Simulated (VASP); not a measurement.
# Cd2S (P6/mmm) in VASP: relaxation of cell and atoms with r2SCAN

Aim: the relaxation of cell and atoms of Cd2S with r2SCAN.

All numbers are computed with VASP 6.6.1; they aren't measurements. Logs are shortened: lines on timing, memory, paths and dates and some standing lists are left out, and cuts for length are marked.

### Step 1. The cell of the first run

Symmetry: P6/mmm, No. 191, hexagonal system. Conventional cell: a = 4.647 Å, b = 4.647 Å, c = 3.699 Å, α = 90.00°, β = 90.00°, γ = 120.00°. Cd (site symmetry -6m2) has 3 Cd at 2.68 Å and 6 S at 3.26 Å within 3.5 Å. Within 4.3 Å of S (site symmetry 6/mmm) lie 12 Cd at 3.26 Å and 2 S at 3.70 Å.

### Step 2. Relaxation of cell and atoms, r2SCAN

File POSCAR:

```
Cd2S
1.0
    4.6469264186      0.0000000000      0.0000000000
   -2.3234632093      4.0243563281      0.0000000000
    0.0000000000      0.0000000000      3.6993810598
Cd S
2 1
Direct
    0.3333333333      0.6666666667      0.5000000000
    0.6666666667      0.3333333333      0.5000000000
    0.0000000000      0.0000000000      0.0000000000
```

File INCAR.step1:

```
ALGO = Normal ; EDIFF = 1E-5
EDIFFG = -0.005 ; ENCUT = 550
GGA = PE ; GGA_COMPAT = False
IBRION = 2 ; ISIF = 3
ISMEAR = 0 ; LASPH = True
LCHARG = False ; LREAL = False
LWAVE = True ; NELM = 120
NELMIN = 4 ; NSW = 100
PREC = Accurate ; SIGMA = 0.1
```

File INCAR.step2:

```
ALGO = Normal ; EDIFF = 1E-7
EDIFFG = -0.01 ; ENCUT = 550
GGA_COMPAT = False ; IBRION = 2
ISIF = 3 ; ISMEAR = 0
ISTART = 1 ; LASPH = True
LCHARG = False ; LMIXTAU = True
LREAL = False ; LWAVE = False
METAGGA = R2SCAN ; NELM = 120
NELMIN = 4 ; NSW = 100
PREC = Accurate ; SIGMA = 0.1
```

File KPOINTS:

```
k-points
0
Gamma
  12 12 12
```

Potentials or basis: VASP PAW PBE potentials, release 64 (Cd, S).

Started as:

```bash
cat potpaw_PBE.64/Cd/POTCAR potpaw_PBE.64/S/POTCAR > POTCAR
cp INCAR.step1 INCAR
mpirun -np 1 vasp_std > vasp.out
cp INCAR.step2 INCAR
mpirun -np 1 vasp_std > vasp.out
```

OUTCAR:

```text
EDIFF = 1E-7
   EDIFFG = -0.01
   ENCUT = 550
   IBRION = 2
   ISIF = 3
   ISMEAR = 0
   ISTART = 1
   LASPH = True
   LREAL = False
   METAGGA = R2SCAN
   NELM = 120
   NELMIN = 4
   NSW = 100
   PREC = Accurate

 ion  position               nearest neighbor table
   1  0.333  0.667  0.500-   2 2.68   2 2.68   2 2.68   3 3.26   3 3.26   3 3.26   3 3.26   3 3.26
                             3 3.26
   2  0.667  0.333  0.500-   1 2.68   1 2.68   1 2.68   3 3.26   3 3.26   3 3.26   3 3.26   3 3.26
                             3 3.26
   3  0.000  0.000  0.000-   1 3.26   2 3.26   1 3.26   2 3.26   2 3.26   2 3.26   1 3.26   1 3.26
                             2 3.26   2 3.26   1 3.26   1 3.26

  LATTYP: Found a hexagonal cell.
 ALAT       =     4.6469264186
 C/A-ratio  =     0.7960920244

  Lattice vectors:

 A1 = (   4.6469264186,   0.0000000000,   0.0000000000)
 A2 = (  -2.3234632093,   4.0243563281,   0.0000000000)
 A3 = (   0.0000000000,   0.0000000000,   3.6993810598)

Analysis of symmetry for initial positions (statically):
=====================================================================
 Subroutine PRICEL returns:
 Original cell was already a primitive cell.

 Routine SETGRP: Setting up the symmetry group for a
 hexagonal supercell.

 Subroutine GETGRP returns: Found 24 space group operations
 (whereof 24 operations were pure point group operations)
 out of a pool of 24 trial point group operations.

The static configuration has the point symmetry D_6h.

Analysis of symmetry for dynamics (positions and initial velocities):
=====================================================================
 Subroutine PRICEL returns:
 Original cell was already a primitive cell.

 Routine SETGRP: Setting up the symmetry group for a
 hexagonal supercell.

 Subroutine GETGRP returns: Found 24 space group operations
 (whereof 24 operations were pure point group operations)
 out of a pool of 24 trial point group operations.

The dynamic configuration has the point symmetry D_6h.

 Subroutine INISYM returns: Found 24 space group operations
 (whereof 24 operations are pure point group operations),
 and found     1 'primitive' translations

----------------------------------------------------------------------------------------

                                     Primitive cell

  volume of cell :      69.1817

  direct lattice vectors                    reciprocal lattice vectors
     4.646926419  0.000000000  0.000000000     0.215196005  0.124243471  0.000000000
    -2.323463209  4.024356328  0.000000000     0.000000000  0.248486943  0.000000000
     0.000000000  0.000000000  3.699381060     0.000000000  0.000000000  0.270315489

  length of vectors
[... 100 lines left out ...]
   EFERMI_NEDOS =   21; number of points for ismear=-14 and -15
   IALGO  =     38    algorithm
   IMIX   =      4    mixing-type and parameters
     AMIX     =   0.40;   BMIX     =  1.00
     AMIX_MAG =   1.60;   BMIX_MAG =  1.00
  volume/ion in A,a.u.               =      23.06       155.62
  Fermi-wavevector in a.u.,A,eV,Ry     =   1.239134  2.341623 20.891096  1.535452
  Thomas-Fermi vector in A             =   2.373630
   LORBIT       =      0    0 simple, 1 ext, 2 COOP (PROOUT), +10 PAW based schemes
   METAGGA = R2SCAN    functional components
   LHFCALC =     F    Hartree Fock is set to
   AEXX    =    0.0000 exact exchange contribution
   IVDW    =     0    specifies the selected vdW correction
   LEPSILON=     F    determine dielectric tensor
   LRPA    =     F    only Hartree local field effects (RPA)
 conjugate gradient relaxation of ions
 non-spin polarized calculation
 Gauss-broadening in eV      SIGMA  =   0.10
  energy-cutoff  :      550.00
  volume of cell :       69.18
 maximum number of plane-waves:      2049
 NGX is ok and might be reduce to    36
   NGX = 17   NGY = 17   NGZ = 15

--------------------------------------- Ionic step        1  -------------------------------------------

 number of electron      30.0000020 magnetization

 Free energy of the ion-electron system (eV)
  ---------------------------------------------------
  ext. energy  EPLUGINS =         0.00000000
  ---------------------------------------------------
  free energy    TOTEN  =       -47.46484626 eV

  energy without entropy =      -47.45693787  energy(sigma->0) =      -47.46089206

------------------------ aborting loop because EDIFF is reached ----------------------------------------

  FORCE on cell =-STRESS in cart. coord.  units (eV):
  Direction    XX          YY          ZZ          XY          YZ          ZX
  --------------------------------------------------------------------------------------
  -------------------------------------------------------------------------------------
  Total        0.2716862      0.2716862      0.0264124      0.0000000      0.0000000     -0.0000000
  in kB        6.2919737      6.2919737      0.6116835      0.0000000      0.0000000     -0.0000000
  external PRESSURE =       4.3985437 kB  Pullay stress =       0.0000000 kB
[... 98 lines left out ...]
--------------------------------------- Ionic step        4  -------------------------------------------

 number of electron      30.0000014 magnetization

 Free energy of the ion-electron system (eV)
  ---------------------------------------------------
  ext. energy  EPLUGINS =         0.00000000
  ---------------------------------------------------
  free energy    TOTEN  =       -47.46581861 eV

  energy without entropy =      -47.45787681  energy(sigma->0) =      -47.46184771

 E-fermi :   2.4816     XC(G=0): -10.6444

 val. band max:        2.4815410817   @ k =   0.2500   0.2500   0.3333
 cond. band min:       2.4866408577   @ k =   0.2500   0.1667   0.2500
 fundamental gap:      0.0050997760
 Fermi energy:         2.4815762794

 k-point     1 :       0.0000    0.0000    0.0000
  band No.  band energies     occupation
      1     -10.5053      2.00000
      2      -7.3170      2.00000
      3      -7.0802      2.00000
      4      -7.0802      2.00000
      5      -6.8982      2.00000
      6      -6.8982      2.00000
[... 505 lines left out ...]
      6      -6.8425      2.00000
[... 11 lines left out ...]
     18       8.1738      0.00000
     19       8.5735      0.00000

 [... further k-points ...]

------------------------ aborting loop because EDIFF is reached ----------------------------------------

  FORCE on cell =-STRESS in cart. coord.  units (eV):
  Direction    XX          YY          ZZ          XY          YZ          ZX
  --------------------------------------------------------------------------------------
  -------------------------------------------------------------------------------------
  Total        0.0028870      0.0028870     -0.0295681      0.0000000      0.0000000     -0.0000000
  in kB        0.0664063      0.0664063     -0.6801194      0.0000000      0.0000000     -0.0000000
  external PRESSURE =      -0.1824356 kB  Pullay stress =       0.0000000 kB
[... 18 lines left out ...]
  FREE ENERGIE OF THE ION-ELECTRON SYSTEM (eV)
  ---------------------------------------------------
  free  energy   TOTEN  =       -47.4658186084 eV

  energy  without entropy=      -47.4578768064  energy(sigma->0) =      -47.46184771

 reached required accuracy - stopping structural energy minimisation
```

Wall time 50 min (1 thread of AMD EPYC 9755, shared host); peak memory 0.3 GiB.

Results:

| Quantity | Value |
| --- | --- |
| Free energy | -47.4658 eV |
| Relaxed volume | 23.22 Å³/atom |
| Relaxed cell | a = 4.664 Å, b = 4.664 Å, c = 3.698 Å, α = 90.00°, β = 90.00°, γ = 120.00° |
| Space group after relaxing (to 0.1 Å) | P6/mmm (No. 191) |
| Energy gained by relaxing | 0.3 meV/atom |
| Ionic steps | 4 |
| Pressure after relaxing | 0.0 GPa |
| Band gap on the k mesh | zero (bands 15 and 16 overlap by 3.07 eV) |

Step by step:
```tsv
step	energy change (eV)	largest force (eV/Å)	pressure (GPa)	volume (Å³)
1	0.0000	0.0000	0.44	69.18
2	-0.0009	0.0000	-0.14	69.82
3	-0.0009	0.0000	-0.03	69.69
4	-0.0010	0.0000	-0.02	69.65
```

Final structure:
```
Cd S
1.0
     4.66367    0.00000    0.00000
    -2.33184    4.03886    0.00000
     0.00000    0.00000    3.69796
Cd S
2 1
Direct
  0.33333 0.66667 0.50000
  0.66667 0.33333 0.50000
  0.00000 0.00000 0.00000
```

Caveat: the PAW data sets were made with another functional, which shifts forces and pressure a little.
